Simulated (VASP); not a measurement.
# W (Pm-3n) in VASP: further runs

W is run at these levels: PBE; tasks: single point.

Program: VASP 6.6.1. These are calculated values, not measurements. Logs are shortened: lines on timing, memory, paths and dates and some standing lists are left out, and cuts for length are marked.

**1. The cell of the first run**

Symmetry: Pm-3n, No. 223, cubic system. Conventional cell: a = 5.183 Å, b = 5.183 Å, c = 5.183 Å, α = 90.00°, β = 90.00°, γ = 90.00°. Within 3.8 Å of W (site symmetry m-3) lie 12 W at 2.90 Å. W (site symmetry -4m2) has 14 W at 2.59 to 3.17 Å within 3.4 Å.

**2. Single point, PBE (17.40 Å³/atom)**

INCAR reads:

```
SYSTEM = W
PREC     = Accurate       ! precision mode
ENCUT    = 520            ! plane-wave cutoff, eV
EDIFF    = 1E-6           ! SCF threshold, eV
ISMEAR   = -1             ! smearing method
SIGMA    = 0.05           ! smearing width, eV
LREAL    = .False.        ! projectors in reciprocal space
LASPH    = .True.         ! aspherical terms in the spheres
NELM     = 80             ! most SCF steps
ALGO     = Normal         ! electronic algorithm
ISIF     = 2              ! what is computed and relaxed
LWAVE    = .False.        ! write WAVECAR
LCHARG   = .False.        ! write CHGCAR
GGA      = PE             ! functional
NBANDS   = 66             ! bands
```

KPOINTS reads:

```
regular mesh
0
Gamma
  9 9 9
  0 0 0
```

POSCAR reads:

```
W
1.0
    5.1826919764      0.0000000000      0.0000000000
    0.0000000000      5.1826919764      0.0000000000
    0.0000000000      0.0000000000      5.1826919764
W
8
Direct
    0.0000000000      0.0000000000      0.0000000000
    0.5000000000      0.5000000000      0.5000000000
    0.0000000000      0.5000000000      0.2500000000
    0.0000000000      0.5000000000      0.7500000000
    0.2500000000      0.0000000000      0.5000000000
    0.7500000000      0.0000000000      0.5000000000
    0.5000000000      0.7500000000      0.0000000000
    0.5000000000      0.2500000000      0.0000000000
```

Potentials or basis: VASP PAW PBE potentials, release 64 (W_sv).

Run with:

```sh
$ cat potpaw_PBE.64/W_sv/POTCAR > POTCAR
$ mpirun -np 1 vasp_std > vasp.out
```

OUTCAR:

```text
SYSTEM = W
   PREC = Accurate
   ENCUT = 520
   EDIFF = 1E-6
   ISMEAR = -1
   LREAL = .False.
   LASPH = .True.
   NELM = 80
   ISIF = 2
   GGA = PE

 ion  position               nearest neighbor table
   1  0.000  0.000  0.000-   3 2.90   4 2.90   5 2.90   6 2.90   7 2.90   8 2.90   5 2.90   6 2.90
                             3 2.90   4 2.90   7 2.90   8 2.90
   2  0.500  0.500  0.500-   3 2.90   4 2.90   5 2.90   6 2.90   7 2.90   8 2.90   7 2.90   8 2.90
                             5 2.90   6 2.90   3 2.90   4 2.90
   3  0.000  0.500  0.250-   4 2.59   4 2.59   1 2.90   2 2.90   1 2.90   2 2.90   8 3.17   5 3.17
                             6 3.17   5 3.17   6 3.17   7 3.17   7 3.17   8 3.17
   4  0.000  0.500  0.750-   3 2.59   3 2.59   1 2.90   2 2.90   1 2.90   2 2.90   8 3.17   5 3.17
                             6 3.17   5 3.17   6 3.17   7 3.17   7 3.17   8 3.17
   5  0.250  0.000  0.500-   6 2.59   6 2.59   1 2.90   1 2.90   2 2.90   2 2.90   3 3.17   3 3.17
                             4 3.17   4 3.17   8 3.17   7 3.17   7 3.17   8 3.17
   6  0.750  0.000  0.500-   5 2.59   5 2.59   1 2.90   1 2.90   2 2.90   2 2.90   3 3.17   3 3.17
                             4 3.17   4 3.17   8 3.17   7 3.17   7 3.17   8 3.17
   7  0.500  0.750  0.000-   8 2.59   8 2.59   1 2.90   2 2.90   2 2.90   1 2.90   3 3.17   4 3.17
                             3 3.17   4 3.17   5 3.17   6 3.17   5 3.17   6 3.17
   8  0.500  0.250  0.000-   7 2.59   7 2.59   1 2.90   2 2.90   2 2.90   1 2.90   3 3.17   4 3.17
                             3 3.17   4 3.17   5 3.17   6 3.17   5 3.17   6 3.17

  LATTYP: Found a simple cubic cell.
 ALAT       =     5.1826919764

  Lattice vectors:

 A1 = (   5.1826919764,   0.0000000000,   0.0000000000)
 A2 = (   0.0000000000,   5.1826919764,   0.0000000000)
 A3 = (   0.0000000000,   0.0000000000,   5.1826919764)

Analysis of symmetry for initial positions (statically):
=====================================================================
 Subroutine PRICEL returns:
 Original cell was already a primitive cell.

 Routine SETGRP: Setting up the symmetry group for a
 simple cubic supercell.

 Subroutine GETGRP returns: Found 48 space group operations
 (whereof 24 operations were pure point group operations)
 out of a pool of 48 trial point group operations.

The static configuration has the point symmetry T_h .
 The point group associated with its full space group is O_h .

Analysis of symmetry for dynamics (positions and initial velocities):
=====================================================================
 Subroutine PRICEL returns:
 Original cell was already a primitive cell.

 Routine SETGRP: Setting up the symmetry group for a
 simple cubic supercell.

 Subroutine GETGRP returns: Found 48 space group operations
 (whereof 24 operations were pure point group operations)
 out of a pool of 48 trial point group operations.

The dynamic configuration has the point symmetry T_h .
 The point group associated with its full space group is O_h .

 Subroutine INISYM returns: Found 48 space group operations
 (whereof 24 operations are pure point group operations),
 and found     1 'primitive' translations

----------------------------------------------------------------------------------------

                                     Primitive cell

  volume of cell :     139.2086

  direct lattice vectors                    reciprocal lattice vectors
     5.182691976  0.000000000  0.000000000     0.192949920  0.000000000  0.000000000
     0.000000000  5.182691976  0.000000000     0.000000000  0.192949920  0.000000000
     0.000000000  0.000000000  5.182691976     0.000000000  0.000000000  0.192949920

  length of vectors
     5.182691976  5.182691976  5.182691976     0.192949920  0.192949920  0.192949920

  position of ions in fractional coordinates (direct lattice)
     0.000000000  0.000000000  0.000000000
     0.500000000  0.500000000  0.500000000
     0.000000000  0.500000000  0.250000000
     0.000000000  0.500000000  0.750000000
     0.250000000  0.000000000  0.500000000
     0.750000000  0.000000000  0.500000000
     0.500000000  0.750000000  0.000000000
     0.500000000  0.250000000  0.000000000

  ion indices of the primitive-cell ions
   primitive index   ion index
                 1           1
                 2           2
                 3           3
                 4           4
                 5           5
                 6           6
                 7           7
                 8           8

----------------------------------------------------------------------------------------

 KPOINTS: regular mesh

Automatic generation of k-mesh.
 Grid dimensions read from file:
 generate k-points for:    9    9    9

 Generating k-lattice:

  Cartesian coordinates                     Fractional coordinates (reciprocal lattice)
     0.021438880  0.000000000  0.000000000     0.111111111  0.000000000  0.000000000
     0.000000000  0.021438880  0.000000000     0.000000000  0.111111111  0.000000000
     0.000000000  0.000000000  0.021438880     0.000000000  0.000000000  0.111111111

  Length of vectors
     0.021438880  0.021438880  0.021438880

  Shift w.r.t. Gamma in fractional coordinates (k-lattice)
     0.000000000  0.000000000  0.000000000

 Subroutine IBZKPT returns following result:
 ===========================================

 Found     35 irreducible k-points:

 Following reciprocal coordinates:
            Coordinates               Weight
  0.000000  0.000000  0.000000      1.000000
  0.111111  0.000000  0.000000      6.000000
  0.222222  0.000000  0.000000      6.000000
  0.333333  0.000000  0.000000      6.000000
  0.444444  0.000000  0.000000      6.000000
  0.111111  0.111111  0.000000     12.000000
[... 16 lines left out ...]
  0.333333  0.333333  0.111111     24.000000
  0.444444  0.333333  0.111111     48.000000
 [... further k-points ...]
   k-points           NKPTS =     35   k-points in BZ     NKDIM =     35   number of bands    NBANDS=     66
   number of dos      NEDOS =    301   number of ions     NIONS =      8
   total plane-waves  NPLWV =  64000
   dimension x,y,z NGX =    40 NGY =   40 NGZ =   40
   dimension x,y,z NGXF=    80 NGYF=   80 NGZF=   80
   ions per type =               8
   NGX,Y,Z   is equivalent  to a cutoff of  12.83, 12.83, 12.83 a.u.
   NGXF,Y,Z  is equivalent  to a cutoff of  25.66, 25.66, 25.66 a.u.
 SYSTEM =  W
   PREC   = accura    normal or accurate (medium, high low for compatibility)
   ISTART =      0    job   : 0-new  1-cont  2-samecut
   ICHARG =      2    charge: 1-file 2-atom 10-const
   ISPIN  =      1    spin polarized calculation?
   LNONCOLLINEAR =      F non collinear calculations
   LSORBIT =      F    spin-orbit coupling
   LASPH  =      T    aspherical Exc in radial PAW
   ENCUT  =  520.0 eV  38.22 Ry    6.18 a.u.   9.64  9.64  9.64*2*pi/ulx,y,z
   NELM   =     80;   NELMIN=  2; NELMDL= -5     # of ELM steps
   EDIFF  = 0.1E-05   stopping-criterion for ELM
   LREAL  =      F    real-space projection
   EDIFFG = 0.1E-04   stopping-criterion for IOM
   NSW    =      0    number of steps for IOM
   IBRION =     -1    ionic relax: 0-MD 1-quasi-New 2-CG
   NFREE  =      0    steps in history (QN), initial steepest desc. (CG)
   ISIF   =      2    stress and relaxation
   ISYM   =      2    0-nonsym 1-usesym 2-fastsym
   POTIM  = 0.5000    time-step for ionic-motion
   TEBEG  =    0.0;   TEEND  =   0.0 temperature during run
   PSTRESS=    0.0 pullay stress
   NELECT =     112.0000    total number of electrons
   NUPDOWN=      -1.0000    fix difference up-down
   EMIN   =  10.00;   EMAX   =-10.00  energy-range for DOS
   EFERMI =   0.00;   METHOD = LEGACY
   ISMEAR =    -1;   SIGMA  =   0.05  broadening in eV -4-tet -1-fermi 0-gaus
   EFERMI_NEDOS =   21; number of points for ismear=-14 and -15
   IALGO  =     38    algorithm
   IMIX   =      4    mixing-type and parameters
     AMIX     =   0.40;   BMIX     =  1.00
     AMIX_MAG =   1.60;   BMIX_MAG =  1.00
  volume/ion in A,a.u.               =      17.40       117.43
  Fermi-wavevector in a.u.,A,eV,Ry     =   1.522622  2.877338 31.543445  2.318378
  Thomas-Fermi vector in A             =   2.631176
   LORBIT       =      0    0 simple, 1 ext, 2 COOP (PROOUT), +10 PAW based schemes
   GGA     = PE    functional components
   LHFCALC =     F    Hartree Fock is set to
   AEXX    =    0.0000 exact exchange contribution
   IVDW    =     0    specifies the selected vdW correction
   LEPSILON=     F    determine dielectric tensor
   LRPA    =     F    only Hartree local field effects (RPA)
 non-spin polarized calculation
  energy-cutoff  :      520.00
  volume of cell :      139.21
 maximum number of plane-waves:      3783
 NGX is ok and might be reduce to    40
   NGX = 19   NGY = 19   NGZ = 19

 number of electron     112.0000025 magnetization

 Free energy of the ion-electron system (eV)
  ---------------------------------------------------
  ext. energy  EPLUGINS =         0.00000000
  ---------------------------------------------------
  free energy    TOTEN  =      -102.51145214 eV

  energy without entropy =     -102.48500989  energy(sigma->0) =     -102.49823102

 E-fermi :   9.9342     XC(G=0): -13.1064

 val. band max:        9.9289096624   @ k =   0.3333   0.1111   0.0000
 cond. band min:       9.9474523374   @ k =   0.4444   0.3333   0.0000
 fundamental gap:      0.0185426751
 Fermi energy:         9.9341949406

 k-point     1 :       0.0000    0.0000    0.0000
  band No.  band energies     occupation
      1     -64.2237      2.00000
      2     -64.1928      2.00000
      3     -64.1928      2.00000
      4     -64.0872      2.00000
      5     -64.0872      2.00000
      6     -64.0872      2.00000
[... 58 lines left out ...]
     65      11.6084      0.00000
     66      12.6091      0.00000

 k-point     2 :       0.1111    0.0000    0.0000
  band No.  band energies     occupation
      1     -64.2219      2.00000
      2     -64.1933      2.00000
      3     -64.1905      2.00000
      4     -64.0907      2.00000
      5     -64.0872      2.00000
      6     -64.0872      2.00000
[... 1507 lines left out ...]
     65      12.1981      0.00000
     66      12.5506      0.00000

 k-point    24 :       0.4444    0.3333    0.1111
  band No.  band energies     occupation
      1     -64.1983      2.00000
      2     -64.1753      2.00000
      3     -64.1535      2.00000
      4     -64.1346      2.00000
      5     -64.1157      2.00000
      6     -64.0907      2.00000
[... 58 lines left out ...]
     65      12.0805      0.00000
     66      12.6292      0.00000

 [... further k-points ...]
[... 5 lines left out ...]
  --------------------------------------------------------------------------------------
  -------------------------------------------------------------------------------------
  Total      -13.3685369    -13.3685369    -13.3685369      0.0000000     -0.0000000     -0.0000000
  in kB     -153.8608999   -153.8608999   -153.8608999      0.0000000     -0.0000000     -0.0000000
  external PRESSURE =    -153.8608999 kB  Pullay stress =       0.0000000 kB

 VOLUME and BASIS-vectors are now :
 -----------------------------------------------------------------------------
  energy-cutoff  :      520.00
  volume of cell :      139.21
      direct lattice vectors                 reciprocal lattice vectors
     5.182691976  0.000000000  0.000000000     0.192949920  0.000000000  0.000000000
     0.000000000  5.182691976  0.000000000     0.000000000  0.192949920  0.000000000
     0.000000000  0.000000000  5.182691976     0.000000000  0.000000000  0.192949920

 POSITION                                       TOTAL-FORCE (eV/Angst)
 -----------------------------------------------------------------------------------
      0.00000      0.00000      0.00000         0.000000     -0.000000      0.000000
      2.59135      2.59135      2.59135         0.000000     -0.000000      0.000000
      0.00000      2.59135      1.29567        -0.000000      0.000000      0.000000
      0.00000      2.59135      3.88702        -0.000000     -0.000000     -0.000000
      1.29567      0.00000      2.59135        -0.000000      0.000000     -0.000000
      3.88702      0.00000      2.59135         0.000000     -0.000000     -0.000000
      2.59135      3.88702      0.00000         0.000000      0.000000      0.000000
      2.59135      1.29567      0.00000        -0.000000     -0.000000     -0.000000
 -----------------------------------------------------------------------------------
    total drift:                               -0.000000     -0.000000      0.000000

  FREE ENERGIE OF THE ION-ELECTRON SYSTEM (eV)
  ---------------------------------------------------
  free  energy   TOTEN  =      -102.5114521425 eV

  energy  without entropy=     -102.4850098922  energy(sigma->0) =     -102.49823102
```

Wall time 3.1 min (1 thread of Intel Xeon Platinum 8488C (Sapphire Rapids), shared host); peak memory 0.36 GiB.

Results:

```
Free energy            : -102.5115 eV
Pressure               : -15.4 GPa
Band gap on the k mesh : zero (bands 56 and 57 overlap by 0.59 eV)
```

Caveat: the cell stands under tension; spin-orbit coupling is left out, which moves the levels of the heavy elements.

**3. Single point, PBE (16.09 Å³/atom)**

This run uses another cell than the first one, of 16.09 Å³/atom.

INCAR reads:

```
SYSTEM = W
  ALGO = Normal
  EDIFF = 1E-6
  ENCUT = 520
  GGA = PE
  ISIF = 2
  ISMEAR = -1
  LASPH = .True.
  LCHARG = .False.
  LREAL = .False.
  LWAVE = .False.
  NBANDS = 66
  NELM = 60
  PREC = Accurate
  SIGMA = 0.05
```

KPOINTS reads:

```
k-points
0
Gamma
  9 9 9
  0 0 0
```

Edit POSCAR of step 2 so:

```diff
@@ -2,5 +2,5 @@
 1.0
-    5.1826919764      0.0000000000      0.0000000000
-    0.0000000000      5.1826919764      0.0000000000
-    0.0000000000      0.0000000000      5.1826919764
+    5.0488848781      0.0000000000      0.0000000000
+    0.0000000000      5.0488848781      0.0000000000
+    0.0000000000      0.0000000000      5.0488848781
 W
```

Potentials or basis: VASP PAW PBE potentials, release 64 (W_sv).

Run with:

```sh
$ cat potpaw_PBE.64/W_sv/POTCAR > POTCAR
$ mpirun -np 1 vasp_std > vasp.out
```

OUTCAR:

```text
SYSTEM = W
   EDIFF = 1E-6
   ENCUT = 520
   GGA = PE
   ISIF = 2
   ISMEAR = -1
   LASPH = .True.
   LREAL = .False.
   NELM = 60
   PREC = Accurate

 ion  position               nearest neighbor table
   1  0.000  0.000  0.000-   3 2.82   4 2.82   5 2.82   6 2.82   7 2.82   8 2.82   5 2.82   6 2.82
                             3 2.82   4 2.82   7 2.82   8 2.82
   2  0.500  0.500  0.500-   3 2.82   4 2.82   5 2.82   6 2.82   7 2.82   8 2.82   7 2.82   8 2.82
                             5 2.82   6 2.82   3 2.82   4 2.82
   3  0.000  0.500  0.250-   4 2.52   4 2.52   1 2.82   2 2.82   1 2.82   2 2.82   8 3.09   5 3.09
                             6 3.09   5 3.09   6 3.09   7 3.09   7 3.09   8 3.09
   4  0.000  0.500  0.750-   3 2.52   3 2.52   1 2.82   2 2.82   1 2.82   2 2.82   8 3.09   5 3.09
                             6 3.09   5 3.09   6 3.09   7 3.09   7 3.09   8 3.09
   5  0.250  0.000  0.500-   6 2.52   6 2.52   1 2.82   1 2.82   2 2.82   2 2.82   8 3.09   4 3.09
                             7 3.09   8 3.09   3 3.09   3 3.09   4 3.09   7 3.09
   6  0.750  0.000  0.500-   5 2.52   5 2.52   1 2.82   1 2.82   2 2.82   2 2.82   8 3.09   4 3.09
                             7 3.09   8 3.09   3 3.09   3 3.09   4 3.09   7 3.09
   7  0.500  0.750  0.000-   8 2.52   8 2.52   1 2.82   2 2.82   2 2.82   1 2.82   3 3.09   4 3.09
[... 215 lines left out ...]
      6     -62.8355      2.00000
[... 1645 lines left out ...]
     65      13.3862      0.00000
     66      13.9640      0.00000

 [... further k-points ...]

------------------------ aborting loop because EDIFF is reached ----------------------------------------

  FORCE on cell =-STRESS in cart. coord.  units (eV):
  Direction    XX          YY          ZZ          XY          YZ          ZX
  --------------------------------------------------------------------------------------
  -------------------------------------------------------------------------------------
  Total        5.0661171      5.0661171      5.0661171     -0.0000000      0.0000000      0.0000000
  in kB       63.0665976     63.0665976     63.0665976     -0.0000000      0.0000000      0.0000000
  external PRESSURE =      63.0665976 kB  Pullay stress =       0.0000000 kB

 VOLUME and BASIS-vectors are now :
 -----------------------------------------------------------------------------
  energy-cutoff  :      520.00
  volume of cell :      128.70
      direct lattice vectors                 reciprocal lattice vectors
     5.048884878  0.000000000  0.000000000     0.198063538  0.000000000  0.000000000
     0.000000000  5.048884878  0.000000000     0.000000000  0.198063538  0.000000000
     0.000000000  0.000000000  5.048884878     0.000000000  0.000000000  0.198063538

 POSITION                                       TOTAL-FORCE (eV/Angst)
 -----------------------------------------------------------------------------------
      0.00000      0.00000      0.00000         0.000000      0.000000     -0.000000
      2.52444      2.52444      2.52444         0.000000      0.000000     -0.000000
      0.00000      2.52444      1.26222         0.000000      0.000000     -0.000000
      0.00000      2.52444      3.78666        -0.000000     -0.000000      0.000000
      1.26222      0.00000      2.52444         0.000000     -0.000000     -0.000000
      3.78666      0.00000      2.52444        -0.000000     -0.000000      0.000000
      2.52444      3.78666      0.00000        -0.000000      0.000000     -0.000000
      2.52444      1.26222      0.00000         0.000000     -0.000000      0.000000
 -----------------------------------------------------------------------------------
    total drift:                                0.000000     -0.000000      0.000000

  FREE ENERGIE OF THE ION-ELECTRON SYSTEM (eV)
  ---------------------------------------------------
  free  energy   TOTEN  =      -102.8533477654 eV

  energy  without entropy=     -102.8257429508  energy(sigma->0) =     -102.83954536
```

It took 5.6 min on 1 thread of Oxide Virtual Turin-like, shared host; peak memory 0.32 GiB.

Results:

| Quantity | Value |
| --- | --- |
| Free energy | -102.8533 eV |
| Pressure | 6.3 GPa |
| Band gap on the k mesh | zero (bands 56 and 57 overlap by 0.77 eV) |

Caveat: the cell stands under pressure; spin-orbit coupling is left out, which moves the levels of the heavy elements.

(Part 1 of 2 ends here.)

The gap in the log of VASP goes by the Fermi energy; the results here count the filled bands.